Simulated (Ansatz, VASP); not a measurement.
# Two plane-wave programs on Ta

```
Ta
1.0
    -1.65128    1.65128    1.65128
     1.65128   -1.65128    1.65128
     1.65128    1.65128   -1.65128
Ta
1
Direct
  0.00000 0.00000 0.00000
```

Alike in both runs: task single point; functional LDA; k mesh 8 × 8 × 8; occupations gaussian, width 0.1 eV; no spin polarisation.

|  | VASP | Ansatz |
| --- | --- | --- |
| version | VASP 6.6.1 | Ansatz 0.2.0 |
| potentials or method | VASP PAW LDA potentials, release 64 (Ta_pv), cutoff 520 eV | scalar-relativistic, plane waves, PAW |
| valence electrons in the cell | 11 | 13 |

```tsv
	VASP	Ansatz	Ansatz less VASP
gap on the k mesh at the Fermi level (eV)	none	none	-
pressure (GPa)	-9.9	-10.7	-0.81
```

LDA's correlation is that of Perdew and Zunger in VASP and of Perdew and Wang (1992) in Ansatz. A gap of «none» marks a metal or a gap that the smearing closes. VASP's potentials hold 11 valence electrons a cell and Ansatz's 13, so a difference there can come from the potentials and not from the codes.

Neither program's run includes spin-orbit coupling.
